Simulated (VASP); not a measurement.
A run of VASP 6.6.1 is set up as follows.

Contents of INCAR:

```
SYSTEM = Bi
PREC     = Accurate       ! precision mode
ENCUT    = 520            ! plane-wave cutoff, eV
EDIFF    = 1E-6           ! SCF threshold, eV
ISMEAR   = -1             ! smearing method
SIGMA    = 0.05           ! smearing width, eV
LREAL    = .False.        ! projectors in reciprocal space
LASPH    = .True.         ! aspherical terms in the spheres
NELM     = 100            ! most SCF steps
ALGO     = Fast           ! electronic algorithm
ISIF     = 2              ! what is computed and relaxed
LWAVE    = .False.        ! write WAVECAR
LCHARG   = .False.        ! write CHGCAR
GGA      = PE             ! functional
NBANDS   = 22             ! bands
```

KPOINTS

```
regular mesh
0
Gamma
  8 8 4
  0 0 0
```

Contents of POSCAR:

```
Bi
1.0
    3.2598230713      0.0000000000      0.0000000000
    0.0000000000      3.2429793280      0.0000000000
   -0.0809877086      0.0000000000      6.4865647921
Bi
2
Direct
    0.5442472500      0.0000000000      0.7495778900
    0.4557527500      0.0000000000      0.2504221100
```

Potentials or basis: VASP PAW PBE potentials, release 64 (Bi_d).

Launch:

```console
$ cat potpaw_PBE.64/Bi_d/POTCAR > POTCAR
$ mpirun -np 1 vasp_std > vasp.out
```

(1) What does it give for the pressure?

(2) Predict the band gap on the k mesh.

(3) Predict the largest force.

Answers

(1) 1.0 GPa.

(2) zero (bands 15 and 16 overlap by 6.18 eV).

(3) 0.015 eV/Å.

Caveat: spin-orbit coupling is left out, which moves the levels of the heavy elements.
